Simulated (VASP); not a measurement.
# NaSr7Ti8O23 (a cell with a defect) in VASP: settings compared

NaSr7Ti8O23 (a cell with a defect) is run at these levels: PBEsol, HSE06; tasks: single point, relaxation of the atoms.

Everything below comes from runs of VASP 6.6.1. Logs are shortened: lines on timing, memory, paths and dates and some standing lists are left out, and cuts for length are marked.

## 1. The cell of the first run

The cell holds a defect, 39 atoms: a = 7.783 Å, b = 7.783 Å, c = 7.783 Å, α = 90.00°, β = 90.00°, γ = 90.00°.

## 2. Single point, PBEsol

INCAR reads:

```
ALGO = Normal
EDIFF = 1E-6
ENCUT = 520
GGA = PS
GGA_COMPAT = F
ISIF = 2
ISMEAR = -1
ISYM = -1
LASPH = T
LCHARG = F
LREAL = Auto
LWAVE = F
NBANDS = 180
NELECT = 310.0
NELM = 120
PREC = Accurate
SIGMA = 0.05
```

KPOINTS reads:

```
explicit points
1
Reciprocal
  0.25000000   0.25000000   0.25000000 1
```

POSCAR reads:

```
NaSr7Ti8O23
1.0
    7.7828210000      0.0000000000      0.0000000000
    0.0000000000      7.7828210000      0.0000000000
    0.0000000000      0.0000000000      7.7828210000
Sr Na Ti O
7 1 8 23
Direct
    0.9887520000      0.9884990000      0.9961090000
    0.9889770000      0.9890630000      0.4973800000
    0.9872300000      0.5049750000      0.9981050000
    0.9822980000      0.5016680000      0.4975590000
    0.5048870000      0.9870950000      0.9982610000
    0.5020370000      0.9820610000      0.4975790000
    0.5065770000      0.5068220000      0.9993860000
    0.5118200000      0.5111310000      0.4931410000
    0.2505950000      0.2501230000      0.2688160000
    0.2500380000      0.2495740000      0.7322400000
    0.2458070000      0.7426740000      0.2412590000
    0.2462970000      0.7396340000      0.7469990000
    0.7426310000      0.2456940000      0.2411560000
    0.7396710000      0.2461680000      0.7469690000
    0.7431870000      0.7430570000      0.2494070000
    0.7429270000      0.7427910000      0.7453090000
    0.2654060000      0.2625130000      0.5008480000
    0.2530610000      0.7619670000      0.0022900000
    0.2490000000      0.7472440000      0.5031010000
    0.7638620000      0.2518340000      0.0022710000
    0.7458100000      0.2496880000      0.5030520000
    0.7510890000      0.7515820000      0.0024750000
    0.7557150000      0.7546220000      0.5018820000
    0.0092340000      0.2514260000      0.2453780000
    0.0110070000      0.2541630000      0.7603380000
    0.0024190000      0.7512180000      0.2527610000
    0.0028910000      0.7516110000      0.7528100000
    0.4942020000      0.2495450000      0.2160500000
    0.4963540000      0.2508020000      0.7848450000
    0.5008410000      0.7526550000      0.2527280000
    0.5015260000      0.7548980000      0.7523590000
    0.2527550000      0.0088740000      0.2435070000
    0.2537030000      0.0108940000      0.7626330000
    0.2488420000      0.4938000000      0.2175040000
    0.2513550000      0.4960950000      0.7836210000
    0.7504270000      0.0021840000      0.2536420000
    0.7522280000      0.0027110000      0.7519070000
    0.7539110000      0.5005780000      0.2517920000
    0.7545040000      0.5013890000      0.7532130000
```

Potentials or basis: VASP PAW PBE potentials, release 64 (Sr_sv, Na_pv, Ti_sv, O).

On the command line:

```
$ cat potpaw_PBE.64/Sr_sv/POTCAR potpaw_PBE.64/Na_pv/POTCAR potpaw_PBE.64/Ti_sv/POTCAR potpaw_PBE.64/O/POTCAR > POTCAR
$ mpirun -np 1 vasp_std > vasp.out
```

OUTCAR:

```text
EDIFF = 1E-6
   ENCUT = 520
   GGA = PS
   ISIF = 2
   ISMEAR = -1
   ISYM = -1
   LASPH = T
   LREAL = Auto
   NELECT = 310.0
   NELM = 120
   PREC = Accurate

 ion  position               nearest neighbor table
   1  0.989  0.988  0.996-  22 2.61  27 2.65  37 2.65  20 2.70  18 2.71  26 2.72  36 2.73  33 2.75
                            25 2.77  32 2.82  24 2.82  16 3.34  15 3.34  11 3.36  13 3.36  12 3.40
   2  0.989  0.989  0.497-  23 2.57  36 2.66  26 2.66  37 2.71  27 2.72  19 2.76  21 2.77  24 2.84
                            32 2.85  25 2.91  33 2.92  17 3.03  15 3.32  16 3.33   9 3.38  14 3.40
   3  0.987  0.505  0.998-  20 2.63  39 2.63  35 2.65  22 2.66  34 2.66  38 2.68  25 2.70  27 2.71
                            26 2.76  24 2.76  18 2.88  15 3.30  16 3.30  11 3.32  12 3.35  13 3.36
   4  0.982  0.502  0.498-  38 2.61  23 2.64  39 2.66  21 2.69  26 2.73  24 2.77  27 2.78  25 2.82
                            19 2.82  17 2.88  34 3.01  35 3.06  16 3.27  15 3.27  14 3.36   9 3.37
   5  0.505  0.987  0.998-  18 2.63  31 2.63  29 2.64  22 2.65  28 2.66  33 2.69  30 2.69  37 2.72
                            32 2.74  36 2.76  20 2.88  15 3.30  16 3.31  13 3.32  14 3.35  11 3.36
   6  0.502  0.982  0.498-  30 2.61  23 2.65  31 2.66  19 2.69  36 2.71  32 2.78  37 2.78  21 2.82
                            33 2.84  17 2.86  28 3.02  29 3.06  16 3.27  15 3.27  12 3.36   9 3.37
   7  0.507  0.507  0.999-  29 2.60  35 2.60  28 2.62  34 2.63  22 2.69  39 2.72  31 2.72  30 2.75
                            38 2.75  18 2.80  20 2.82  15 3.25  16 3.27  11 3.32  13 3.32  12 3.35
   8  0.512  0.511  0.493-   4 3.66   6 3.67   7 3.84   7 3.94
   9  0.251  0.250  0.269-  17 1.81  24 1.89  32 1.89  34 1.94  28 1.94   6 3.37   4 3.37   2 3.38
                             7 3.52   5 3.54   3 3.55   1 3.58
  10  0.250  0.250  0.732-  17 1.81  33 1.87  25 1.87  35 1.96  29 1.96   6 3.39   4 3.40   2 3.40
                             7 3.51   5 3.52   3 3.52   1 3.53
  11  0.246  0.743  0.241-  18 1.87  26 1.90  34 1.95  30 1.99  19 2.04  32 2.07   7 3.32   3 3.32
                             5 3.36   1 3.36   6 3.38   2 3.41   4 3.42
  12  0.246  0.740  0.747-  27 1.90  19 1.90  35 1.92  31 1.99  18 2.00  33 2.12   3 3.35   7 3.35
                             6 3.36   4 3.38   1 3.40   2 3.40   5 3.40
  13  0.743  0.246  0.241-  20 1.87  36 1.90  28 1.94  38 1.99  21 2.04  24 2.08   7 3.32   5 3.32
                             3 3.36   1 3.36   4 3.38   2 3.41   6 3.42
  14  0.740  0.246  0.747-  37 1.90  21 1.90  29 1.92  39 1.99  20 2.00  25 2.12   5 3.35   7 3.36
                             4 3.36   6 3.38   1 3.40   2 3.40   3 3.40
  15  0.743  0.743  0.249-  30 1.89  38 1.89  22 1.92  23 1.97  36 2.02  26 2.02   7 3.25   6 3.27
                             4 3.27   3 3.30   5 3.30   2 3.32   1 3.34
  16  0.743  0.743  0.745-  31 1.88  39 1.88  23 1.90  22 2.00  37 2.02  27 2.03   7 3.27   6 3.27
                             4 3.27   3 3.30   5 3.31   2 3.33   1 3.34
  17  0.265  0.263  0.501-  10 1.81   9 1.81   6 2.86   4 2.88   2 3.03
  18  0.253  0.762  0.002-  11 1.87  12 2.00   5 2.63   1 2.71   7 2.80   3 2.88
  19  0.249  0.747  0.503-  12 1.90  11 2.04   6 2.69   2 2.76   4 2.82
  20  0.764  0.252  0.002-  13 1.87  14 2.00   3 2.63   1 2.70   7 2.82   5 2.88
  21  0.746  0.250  0.503-  14 1.90  13 2.04   4 2.69   2 2.77   6 2.82
[... 4 lines left out ...]
  26  0.002  0.751  0.253-  11 1.90  15 2.02   2 2.66   1 2.72   4 2.73   3 2.76
  27  0.003  0.752  0.753-  12 1.90  16 2.03   1 2.65   3 2.71   2 2.72   4 2.78
  28  0.494  0.250  0.216-   9 1.94  13 1.94   7 2.62   5 2.66   6 3.02
[... 165 lines left out ...]
   LORBIT       =      0    0 simple, 1 ext, 2 COOP (PROOUT), +10 PAW based schemes
   GGA     = PS    functional components
   LHFCALC =     F    Hartree Fock is set to
   AEXX    =    0.0000 exact exchange contribution
   IVDW    =     0    specifies the selected vdW correction
   LEPSILON=     F    determine dielectric tensor
   LRPA    =     F    only Hartree local field effects (RPA)
 non-spin polarized calculation
  energy-cutoff  :      520.00
  volume of cell :      471.42
 maximum number of plane-waves:     12704
 NGX is ok and might be reduce to    60
   NGX = 29   NGY = 29   NGZ = 29

 number of electron     309.9999988 magnetization

 Free energy of the ion-electron system (eV)
  ---------------------------------------------------
  ext. energy  EPLUGINS =         0.00000000
  ---------------------------------------------------
  free energy    TOTEN  =      -329.08232245 eV

  energy without entropy =     -329.08232245  energy(sigma->0) =     -329.08232245

 E-fermi :   4.8469     XC(G=0): -11.3000

 val. band max:        3.6135333581   @ k =   0.2500   0.2500   0.2500
 cond. band min:       6.2419120766   @ k =   0.2500   0.2500   0.2500
 fundamental gap:      2.6283787185
 Fermi energy:         4.8468768459

 k-point     1 :       0.2500    0.2500    0.2500
  band No.  band energies     occupation
      1     -52.4572      2.00000
      2     -52.4543      2.00000
      3     -52.3665      2.00000
      4     -52.3650      2.00000
      5     -52.3592      2.00000
      6     -52.3573      2.00000
[... 159 lines left out ...]
    166       7.3836      0.00000
    167       7.4051      0.00000
 [bands above 167 left out]

------------------------ aborting loop because EDIFF is reached ----------------------------------------

  FORCE on cell =-STRESS in cart. coord.  units (eV):
  Direction    XX          YY          ZZ          XY          YZ          ZX
  --------------------------------------------------------------------------------------
  -------------------------------------------------------------------------------------
  Total       -8.7227572     -8.7065950     -6.8179759     -1.3018361     -1.1347519     -1.1211335
  in kB      -29.6451220    -29.5901931    -23.1715411     -4.4244139     -3.8565625     -3.8102790
  external PRESSURE =     -27.4689521 kB  Pullay stress =       0.0000000 kB

 VOLUME and BASIS-vectors are now :
 -----------------------------------------------------------------------------
  energy-cutoff  :      520.00
  volume of cell :      471.42
      direct lattice vectors                 reciprocal lattice vectors
     7.782821000  0.000000000  0.000000000     0.128488115  0.000000000  0.000000000
     0.000000000  7.782821000  0.000000000     0.000000000  0.128488115  0.000000000
     0.000000000  0.000000000  7.782821000     0.000000000  0.000000000  0.128488115

 POSITION                                       TOTAL-FORCE (eV/Angst)
 -----------------------------------------------------------------------------------
      7.69528      7.69331      7.75254         0.016502      0.017948      0.008884
      7.69703      7.69770      3.87102         0.022932      0.022376     -0.000001
      7.68343      3.93013      7.76807         0.012370     -0.007244      0.005671
      7.64505      3.90439      3.87241         0.026031     -0.009792      0.005027
      3.92945      7.68238      7.76929        -0.002338      0.011319      0.004800
      3.90726      7.64320      3.87257        -0.008157      0.025189      0.004516
[... 31 lines left out ...]
      5.86755      3.89591      1.95965        -0.003572     -0.026881      0.003854
      5.87217      3.90222      5.86212        -0.006634     -0.028595     -0.009387
 -----------------------------------------------------------------------------------
    total drift:                               -0.015763      0.007175      0.017685

  FREE ENERGIE OF THE ION-ELECTRON SYSTEM (eV)
  ---------------------------------------------------
  free  energy   TOTEN  =      -329.0823224458 eV

  energy  without entropy=     -329.0823224458  energy(sigma->0) =     -329.08232245
```

Wall time 3.4 min (1 thread of AMD EPYC 9R45 (Zen 5), shared host); peak memory 0.49 GiB.

Results:

```yaml
Free_energy: -329.0823 eV
Largest_force: 0.078 eV/Å
```

Forces on the atoms (eV/Å):
```
Sr   0.017  0.018  0.009
Sr   0.023  0.022  0.000
Sr   0.012 -0.007  0.006
Sr   0.026 -0.010  0.005
Sr  -0.002  0.011  0.005
Sr  -0.008  0.025  0.005
Sr   0.004  0.002  0.007
Na  -0.008 -0.007  0.002
Ti   0.002  0.011 -0.073
Ti   0.029  0.036  0.063
Ti   0.024  0.011  0.041
Ti   0.031  0.018  0.011
Ti   0.018  0.023  0.037
Ti   0.022  0.028  0.008
Ti   0.015  0.010  0.007
Ti   0.025  0.024  0.020
O    0.013  0.008  0.002
O   -0.007 -0.001 -0.034
O    0.002 -0.008 -0.025
O   -0.005 -0.002 -0.037
O   -0.009  0.002 -0.027
O    0.000  0.000 -0.013
O   -0.009 -0.012 -0.016
O   -0.029  0.002 -0.001
O   -0.035 -0.005  0.006
O   -0.027 -0.004  0.005
O   -0.025  0.002 -0.001
O   -0.006  0.002  0.008
O   -0.019  0.003 -0.007
O   -0.031 -0.005  0.006
O   -0.027 -0.007 -0.011
O   -0.003 -0.027 -0.004
O   -0.004 -0.038  0.003
O    0.002 -0.003  0.004
O    0.000 -0.019 -0.005
O   -0.004 -0.026  0.005
O    0.001 -0.023 -0.002
O   -0.004 -0.027  0.004
O   -0.007 -0.029 -0.009
```

Caveat: the cell carries a net charge on a neutralising background, which shifts energy and pressure; the cell is charged against a uniform background, so pressure and absolute levels hang on convention; the PAW data sets were made with another functional, which shifts forces and pressure a little.

## 3. Single point, HSE06

POSCAR is that of step 2.

INCAR.step1 reads:

```
SYSTEM = NaSr7Ti8O23
PREC     = Accurate       ! precision mode
ENCUT    = 520            ! plane-wave cutoff, eV
EDIFF    = 1E-5           ! SCF threshold, eV
ISMEAR   = -1             ! smearing method
SIGMA    = 0.05           ! smearing width, eV
LREAL    = Auto         
LASPH    = .True.         ! aspherical terms in the spheres
NELM     = 120            ! most SCF steps
ALGO     = Normal         ! electronic algorithm
ISIF     = 2              ! what is computed and relaxed
LWAVE    = .True.         ! write WAVECAR
LCHARG   = .False.        ! write CHGCAR
NBANDS   = 180            ! bands
GGA      = PE             ! functional
NELECT   = 310.0        
ISYM     = -1           
GGA_COMPAT= .False.
```

INCAR.step2 reads:

```
SYSTEM = NaSr7Ti8O23
PREC     = Accurate       ! precision mode
ENCUT    = 520            ! plane-wave cutoff, eV
EDIFF    = 1E-6           ! SCF threshold, eV
ISMEAR   = -1             ! smearing method
SIGMA    = 0.05           ! smearing width, eV
LREAL    = Auto         
LASPH    = .True.         ! aspherical terms in the spheres
NELM     = 120            ! most SCF steps
ALGO     = Normal         ! electronic algorithm
ISIF     = 2              ! what is computed and relaxed
LWAVE    = .False.        ! write WAVECAR
LCHARG   = .False.        ! write CHGCAR
GGA      = PE             ! functional
LHFCALC  = .True.         ! exact exchange
HFSCREEN = 0.2079         ! screening, 1/A
PRECFOCK = Fast         
NBANDS   = 180            ! bands
ISTART   = 1            
NELECT   = 310.0        
ISYM     = -1           
GGA_COMPAT= .False.
```

KPOINTS is that of step 2.

Potentials or basis: VASP PAW PBE potentials, release 64 (Sr_sv, Na_pv, Ti_sv, O).

On the command line:

```
$ cat potpaw_PBE.64/Sr_sv/POTCAR potpaw_PBE.64/Na_pv/POTCAR potpaw_PBE.64/Ti_sv/POTCAR potpaw_PBE.64/O/POTCAR > POTCAR
$ cp INCAR.step1 INCAR
$ mpirun -np 1 vasp_std > vasp.out
$ cp INCAR.step2 INCAR
$ mpirun -np 1 vasp_std > vasp.out
```

Run time: 19 min. Hardware: 1 thread of AMD EPYC 9R45 (Zen 5), shared host; peak memory 0.67 GiB.

It converged, with:

```
Free energy   : -381.6114 eV
Largest force : 0.162 eV/Å
```

Forces in eV/Å, atoms in the order of the input:
```
Sr   0.030  0.032  0.020
Sr   0.039  0.039  0.009
Sr   0.019 -0.010  0.007
Sr   0.046 -0.006  0.010
Sr  -0.003  0.017  0.005
Sr  -0.004  0.044  0.009
Sr   0.015  0.012 -0.001
Na   0.001  0.001  0.000
Ti   0.023  0.031  0.142
Ti   0.033  0.039 -0.129
Ti   0.026 -0.001 -0.013
Ti   0.039  0.005  0.013
Ti   0.006  0.025 -0.016
Ti   0.008  0.038  0.008
Ti  -0.026 -0.030  0.022
Ti  -0.021 -0.022 -0.001
O   -0.022 -0.017 -0.009
O   -0.038 -0.038  0.066
O   -0.020 -0.062  0.056
O   -0.047 -0.031  0.063
O   -0.062 -0.019  0.054
O   -0.026 -0.028  0.026
O   -0.057 -0.058  0.016
O    0.143 -0.027 -0.008
O    0.154 -0.044 -0.028
O    0.060 -0.032 -0.024
O    0.062 -0.033 -0.035
O   -0.066 -0.018  0.075
O   -0.071 -0.027 -0.097
O    0.022 -0.051 -0.005
O    0.027 -0.056 -0.048
O   -0.034  0.142 -0.008
O   -0.041  0.152 -0.039
O   -0.016 -0.066  0.069
O   -0.030 -0.072 -0.094
O   -0.030  0.058 -0.025
O   -0.035  0.063 -0.033
O   -0.051  0.024 -0.007
O   -0.054  0.025 -0.048
```

Levels at points of the mesh, in eV from the Fermi level:
```csv
k point,band 153,band 154,band 155,band 156,band 157,band 158
"(0.25, 0.25, 0.25)",-1.38,-1.30,-1.24,2.97,3.12,3.16
```

Caveat: the cell carries a net charge on a neutralising background, which shifts energy and pressure; the cell is charged against a uniform background, so pressure and absolute levels hang on convention; the PAW data sets were made with another functional, which shifts forces and pressure a little.

(Part 1 of 2 ends here.)
